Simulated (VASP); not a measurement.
Set up this calculation in VASP 6.6.1, as the native input.

- Task: relaxation of cell and atoms
- Functional: PBE
- Potentials or basis: VASP PAW PBE potentials, release 64 (Ba_sv, Mg, H)
- Cutoff: 600 eV
- k mesh: 12 × 12 × 6
- Occupations: gaussian, width 0.1 eV
- Spin: no spin polarisation
- Dipole correction: no
- Further INCAR settings: ALGO = Normal; EDIFF = 1e-07; IBRION = 2; EDIFFG = -0.01; NSW = 100; ISIF = 3

The structure of BaMg2H3 lies in POSCAR:

```
BaMg2H3
1.0
    3.6489189774      0.0000000000      0.0000000000
   -1.8244594887      3.1600565308      0.0000000000
    0.0000000000      0.0000000000      8.2305056490
Ba Mg H
1 2 3
Direct
    0.0000000000      0.0000000000      0.0000000000
    0.3333333333      0.6666666667      0.3571663803
    0.6666666667      0.3333333333      0.6428336197
    0.3333333333      0.6666666667      0.7720547915
    0.6666666667      0.3333333333      0.2279452085
    0.0000000000      0.0000000000      0.5000000000
```

These files were run (other wordings do the same):

INCAR

```
SYSTEM = BaMg2H3
PREC = Accurate
ENCUT = 600
EDIFF = 1E-7
ISMEAR = 0
SIGMA = 0.1
LREAL = .False.
LASPH = .True.
NELM = 100
ALGO = Normal
ISIF = 3
LWAVE = .False.
LCHARG = .False.
GGA = PE
IBRION = 2
NSW = 100
EDIFFG = -0.01
```

KPOINTS

```
regular mesh
0
Gamma
  12 12 6
  0 0 0
```

Potentials or basis: VASP PAW PBE potentials, release 64 (Ba_sv, Mg, H).

Command:

```bash
$ cat potpaw_PBE.64/Ba_sv/POTCAR potpaw_PBE.64/Mg/POTCAR potpaw_PBE.64/H/POTCAR > POTCAR
$ mpirun -np 1 vasp_std > vasp.out
```

It gave:

```
Relaxed volume                         : 16.04 Å³/atom
Relaxed cell                           : a = 3.698 Å, b = 3.698 Å, c = 8.128 Å, α = 90.00°, β = 90.00°, γ = 120.00°
Space group after relaxing (to 0.05 Å) : P-3m1 (No. 164)
Energy gained by relaxing              : 1.0 meV/atom
Ionic steps                            : 5
Pressure after relaxing                : 0.0 GPa
Largest force after relaxing           : 0.007 eV/Å
```

Run time: 9 min on 1 thread of Intel(R) Xeon(R) Platinum 8259CL CPU @ 2.50GHz (Skylake/Cascade Lake), on a shared host, peak memory 0.4 GiB.
